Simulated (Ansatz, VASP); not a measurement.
**Two plane-wave programs on BeS**

The input INCAR:

```
  ALGO = Normal
  EDIFF = 1E-6
  ENCUT = 600
  GGA = RP
  GGA_COMPAT = False
  ISIF = 2
  ISMEAR = -4
  LASPH = True
  LCHARG = False
  LREAL = False
  LWAVE = False
  NBANDS = 11
  NELM = 120
  PREC = Accurate
  SIGMA = 0.1
```

File KPOINTS:

```
k-points
0
Gamma
  4 4 4
```

POSCAR

```
BeS
1.0
    0.0000000000      2.4351516489      2.4351516489
    2.4351516489      0.0000000000      2.4351516489
    2.4351516489      2.4351516489      0.0000000000
Be S
1 1
Direct
    0.0000000000      0.0000000000      0.0000000000
    0.7500000000      0.7500000000      0.7500000000
```

Input for Ansatz:

```yaml
crystal:
  lattice:
    - [0.0, 2.4351516489, 2.4351516489]
    - [2.4351516489, 0.0, 2.4351516489]
    - [2.4351516489, 2.4351516489, 0.0]
  atoms:
    - { symbol: Be, position: [0.0, 0.0, 0.0] }
    - { symbol: S, position: [0.75, 0.75, 0.75] }
basis:
  ecutwfc: 420
kpoints:
  mp_grid: { grid: [4, 4, 4] }
hamiltonian:
  xc: rpbe
scf:
  occupations: { method: tetrahedron_uncorrected }
  n_extra_bands: 3
output:
  forces: true
  stress: true
  eigenvalues: true
```

Alike in both runs: task single point; functional RPBE; k mesh 4 × 4 × 4; no spin polarisation.

|  | VASP | Ansatz |
| --- | --- | --- |
| version | VASP 6.6.1 | Ansatz 0.2.0 |
| potentials or method | VASP PAW PBE potentials, release 64 (Be, S), cutoff 600 eV | scalar-relativistic, plane waves, PAW |
| occupations | tetrahedron | tetrahedron-uncorrected |
| valence electrons in the cell | 8 | 8 |

Ansatz gave:

```
gap on the k mesh at the Fermi level (eV) : 3.25
least direct gap on the mesh (eV)         : 5.71
pressure (GPa)                            : 3.2
```

**Question.** Which values does VASP return?

**Answer.** gap on the k mesh at the Fermi level (eV): 3.24; least direct gap on the mesh (eV): 5.71; pressure (GPa): 3.2.

VASP's potentials were made for PBE, not for RPBE. Ansatz's warnings: band table not solved further.

The k mesh is coarse, so the values compare programs but aren't converged.
